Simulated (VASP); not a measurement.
A run of VASP 6.6.1 is set up as follows.

INCAR

```
SYSTEM = BN
  ALGO = Normal
  EDIFF = 1E-6
  ENCUT = 520
  GGA = PS
  ISIF = 2
  ISMEAR = 0
  LASPH = .TRUE.
  LCHARG = .FALSE.
  LREAL = .FALSE.
  LWAVE = .FALSE.
  NBANDS = 16
  NELM = 80
  PREC = Accurate
  SIGMA = 0.05
```

KPOINTS

```
k-points
0
G
  12 12 4
  0 0 0
```

The input POSCAR:

```
BN
1.0
    2.4634946102      0.0000000000      0.0000000000
   -1.2317473051      2.1334489145      0.0000000000
    0.0000000000      0.0000000000      7.4402464217
B N
2 2
Direct
    0.3333333333      0.6666666667      0.2500000000
    0.6666666667      0.3333333333      0.7500000000
    0.3333333333      0.6666666667      0.7500000000
    0.6666666667      0.3333333333      0.2500000000
```

Potentials or basis: VASP PAW PBE potentials, release 64 (B, N).

Launch:

```bash
$ cat potpaw_PBE.64/B/POTCAR potpaw_PBE.64/N/POTCAR > POTCAR
$ mpirun -np 1 vasp_std > vasp.out
```

(1) Predict the band gap on the k mesh.

(2) What does it give for the pressure?

## Answers

(1) 4.44 eV, indirect (least direct gap 4.73 eV).

(2) 11.5 GPa.

Caveat: the PAW data sets were made with another functional, which shifts forces and pressure a little; this functional lacks dispersion, which binds the layers, so the pressure and a relaxed spacing across them are unreliable.
